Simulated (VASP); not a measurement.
Set up this calculation in VASP 6.6.1, as the native input.

- Task: relaxation of cell and atoms
- Functional: PBE
- Potentials or basis: VASP PAW PBE potentials, release 64 (Ta_pv, N)
- Cutoff: 600 eV
- k mesh: 18 × 18 × 18
- Occupations: gaussian, width 0.1 eV
- Spin: no spin polarisation
- Dipole correction: no
- Further INCAR settings: ALGO = Normal; EDIFF = 1e-06; IBRION = 2; EDIFFG = -0.01; NSW = 100; ISIF = 3

The structure of TaN2 lies in POSCAR:

```
TaN2
1.0
    3.4848533173      0.0000000000      0.0000000000
   -1.7424266586      3.0179715012      0.0000000000
    0.0000000000      0.0000000000      2.6868006242
Ta N
1 2
Direct
    0.0000000000      0.0000000000      0.0000000000
    0.3333333333      0.6666666667      0.5000000000
    0.6666666667      0.3333333333      0.5000000000
```

These files were run (other wordings do the same):

INCAR

```
SYSTEM = TaN2
  ALGO = Normal
  EDIFF = 1E-6
  EDIFFG = -0.01
  ENCUT = 600
  GGA = PE
  IBRION = 2
  ISIF = 3
  ISMEAR = 0
  LASPH = .TRUE.
  LCHARG = .FALSE.
  LREAL = .FALSE.
  LWAVE = .FALSE.
  NELM = 60
  NSW = 100
  PREC = Accurate
  SIGMA = 0.1
```

KPOINTS

```
k-points
0
G
  18 18 18
  0 0 0
```

Potentials or basis: VASP PAW PBE potentials, release 64 (Ta_pv, N).

Command:

```sh
$ cat potpaw_PBE.64/Ta_pv/POTCAR potpaw_PBE.64/N/POTCAR > POTCAR
$ mpirun -np 1 vasp_std > vasp.out
```

It gave:

```json
{"Relaxed volume": "9.40 Å³/atom", "Relaxed cell": "a = 3.478 Å, b = 3.478 Å, c = 2.693 Å, α = 90.00°, β = 90.00°, γ = 120.00°", "Space group after relaxing (to 0.05 Å)": "P6/mmm (No. 191)", "Energy gained by relaxing": "0.3 meV/atom", "Ionic steps": "6", "Pressure after relaxing": "0.0 GPa"}
```

Wall time 3.5 min on 1 thread of Intel(R) Xeon(R) 6975P-C (Granite Rapids), on a shared host, peak memory 0.32 GiB.
